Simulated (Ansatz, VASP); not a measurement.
# One calculation of InAg3, two programs

```xyz
4
Lattice="4.1985 0.0000 0.0000 0.0000 4.1985 0.0000 0.0000 0.0000 4.1985" Properties=species:S:1:pos:R:3 pbc="T T T"
In    0.0000    0.0000    0.0000
Ag    0.0000    2.0993    2.0993
Ag    2.0993    0.0000    2.0993
Ag    2.0993    2.0993    0.0000
```

Change from the starting cell: volume scaled by 1.04, crystal datasets.

Alike in both runs: task electric field gradients; functional PBEsol; k mesh 9 × 9 × 9; occupations fermi-dirac, width 0.05 eV; no spin polarisation.

|  | VASP | Ansatz |
| --- | --- | --- |
| version | VASP 6.6.1 | Ansatz 0.2.0 |
| potentials or method | VASP PAW PBE potentials, release 64 (In_d, Ag), cutoff 520 eV | all-electron PAW with datasets made for the crystal, scalar-relativistic |

Ansatz gave:

* pressure (GPa): -3.8
* size of Vzz on the site where it differs most (V/Å²): 34.3

Question: Which values does VASP return?

Answer: Pressure (GPa): -3.9; size of Vzz on the site where it differs most (V/Å²): 22.2.

VASP's potentials were made for PBE, not for PBEsol. Ansatz ran all-electron here, and VASP with PAW potentials.
